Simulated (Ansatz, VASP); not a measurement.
**One calculation of SnO2, two programs**

```
CELL_PARAMETERS angstrom
4.76051 0.00000 0.00000
0.00000 4.76070 0.00000
0.00000 0.00000 3.20005
ATOMIC_POSITIONS crystal
Sn 0.50000 0.50000 0.50000
Sn 0.00000 0.00000 0.00000
O 0.30583 0.30592 0.00000
O 0.80583 0.19408 0.50000
O 0.19417 0.80592 0.50000
O 0.69417 0.69408 0.00000
```

Alike in both runs: task single point; functional r2SCAN; k mesh 4 × 4 × 6; no spin polarisation.

|  | VASP | Ansatz |
| --- | --- | --- |
| version | VASP 6.6.1 | Ansatz 0.2.0 |
| potentials or method | VASP PAW PBE potentials, release 64 (Sn_d, O) | plane waves |
| plane-wave cutoff (eV) | 520 | 500 |
| occupations | gaussian, width 0.01 eV | fixed |
| valence electrons in the cell | 52 | 52 |

```csv
,VASP,Ansatz,Ansatz less VASP
gap on the k mesh at the Fermi level (eV),1.79,1.77,-0.026
pressure (GPa),1.1,0.0,-1.08
"traceless stress, the component that is largest in VASP (GPa)",0.39,0.04,-0.346
rms of the force components (eV/Å),0.011,0.002,-0.0096
```

VASP's potentials were made for PBE, not for r2SCAN. Atom by atom the forces differ by 0.010 eV/Å (rms over components).
